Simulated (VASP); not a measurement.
Crystal: SiC.

```
Si C
1.0
     3.07600    0.00000    0.00000
    -1.53800    2.66389    0.00000
     0.00000    0.00000    5.04800
Si C
2 2
Cartesian
  0.0000 1.7759 0.0000
  1.5380 0.8880 2.5240
  0.0000 1.7759 1.9435
  1.5380 0.8880 4.4675
```

- Program: VASP 6.6.1
- Task: relaxation of cell and atoms
- Functional: LDA
- Potentials or basis: VASP PAW LDA potentials, release 64 (Si, C)
- Cutoff: 600 eV
- k mesh: 12 × 12 × 6
- Occupations: fermi-dirac, width 0.08 eV
- Spin: no spin polarisation

At the start: pressure -3.7 GPa; volume 10.34 Å³/atom.

Problem. Where does the relaxation end?

Solution. Over 8 steps the energy falls by 11.1 meV/atom and the volume is 10.16 Å³/atom (-1.8 %); space group P6_3mc (No. 186, to 0.05 Å).

The path:
```tsv
step	energy change (eV)	largest force (eV/Å)	pressure (GPa)	volume (Å³)
1	0.0000	0.7346	-3.74	41.36
2	-0.0074	0.6671	4.26	39.93
3	-0.0419	0.0779	0.20	40.58
4	-0.0419	0.0626	0.29	40.57
5	-0.0445	0.0131	0.16	40.59
6	-0.0446	0.0023	0.18	40.59
7	-0.0446	0.0019	-0.15	40.65
8	-0.0446	0.0000	0.00	40.62
```

Final structure:
```
Si C
1.0
     3.05740    0.00000    0.00000
    -1.52870    2.64779    0.00000
     0.00000    0.00000    5.01788
Si C
2 2
Direct
  0.33333 0.66667 0.00460
  0.66667 0.33333 0.50460
  0.33333 0.66667 0.38040
  0.66667 0.33333 0.88040
```
